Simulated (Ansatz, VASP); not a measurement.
One calculation of NaI, two programs

POSCAR

```
NaI
1.0
    0.0000000000      3.1712626133      3.2297205553
    3.1712626133      0.0000000000      3.2297205553
    3.1712626133      3.1712626133      0.0000000000
Na I
1 1
Direct
    0.0000000000      0.0000000000      0.0000000000
    0.5000000000      0.5000000000      0.5000000000
```

Contents of INCAR.step1:

```
SYSTEM = NaI
PREC     = Accurate       ! precision mode
ENCUT    = 520            ! plane-wave cutoff, eV
ISMEAR   = 0              ! smearing method
SIGMA    = 0.01           ! smearing width, eV
LREAL    = .False.        ! projectors in reciprocal space
LASPH    = .True.         ! aspherical terms in the spheres
NELM     = 80             ! most SCF steps
NBANDS   = 14             ! bands
GGA      = PE             ! functional
ALGO     = Normal         ! electronic algorithm
EDIFF    = 1E-4           ! SCF threshold, eV
LWAVE    = .True.         ! write WAVECAR
LCHARG   = .False.        ! write CHGCAR
```

The input INCAR.step2:

```
SYSTEM = NaI
PREC     = Accurate       ! precision mode
ENCUT    = 520            ! plane-wave cutoff, eV
EDIFF    = 1E-7           ! SCF threshold, eV
ISMEAR   = 0              ! smearing method
SIGMA    = 0.01           ! smearing width, eV
LREAL    = .False.        ! projectors in reciprocal space
LASPH    = .True.         ! aspherical terms in the spheres
NELM     = 80             ! most SCF steps
ALGO     = Normal         ! electronic algorithm
ISIF     = 2              ! what is computed and relaxed
LWAVE    = .False.        ! write WAVECAR
LCHARG   = .False.        ! write CHGCAR
METAGGA  = R2SCAN         ! meta-GGA
LMIXTAU  = .True.       
NBANDS   = 14             ! bands
ISTART   = 1
```

File KPOINTS:

```
regular mesh
0
Gamma
  8 8 8
  0 0 0
```

Input for Ansatz:

```yaml
crystal:
  lattice:
    - [0.0, 3.1712626133, 3.2297205553]
    - [3.1712626133, 0.0, 3.2297205553]
    - [3.1712626133, 3.1712626133, 0.0]
  atoms:
    - { symbol: Na, position: [0.0, 0.0, 0.0] }
    - { symbol: I, position: [0.5, 0.5, 0.5] }
kpoints:
  mp_grid: { grid: [8, 8, 8] }
  band_path:
    path:
      - [0.0, 0.0, 0.0]
      - [0.5, 0.0, 0.5]
      - [0.625, 0.25, 0.625]
      - [0.375, 0.375, 0.75]
      - [0.5, 0.5, 0.5]
      - [0.5, 0.25, 0.75]
    npoints: 1
hamiltonian:
  xc: r2scan
scf:
  occupations: { method: fixed }
  n_extra_bands: 4
output:
  forces: true
  stress: true
  eigenvalues: true
```

Change from the starting cell: biaxial_xy strain -1.8%.

Alike in both runs: task single point; functional r2SCAN; k mesh 8 × 8 × 8; no spin polarisation.

```csv
,VASP,Ansatz
version,VASP 6.6.1,Ansatz 0.2.0
potentials or method,"VASP PAW PBE potentials, release 64 (Na_pv, I)","plane waves, PAW"
plane-wave cutoff (eV),520,500
occupations,"gaussian, width 0.01 eV",fixed
valence electrons in the cell,14,26
```

|  | VASP | Ansatz | Ansatz less VASP |
| --- | --- | --- | --- |
| gap on the k mesh at the Fermi level (eV) | 4.56 | 4.55 | -0.009 |
| pressure (GPa) | 0.6 | 0.7 | +0.11 |
| traceless stress, the component that is largest in VASP (GPa) | -0.38 | -0.40 | -0.025 |

VASP's potentials were made for PBE, not for r2SCAN. VASP's potentials hold 14 valence electrons a cell and Ansatz's 26, so a difference there can come from the potentials and not from the codes.

Neither program's run includes spin-orbit coupling.
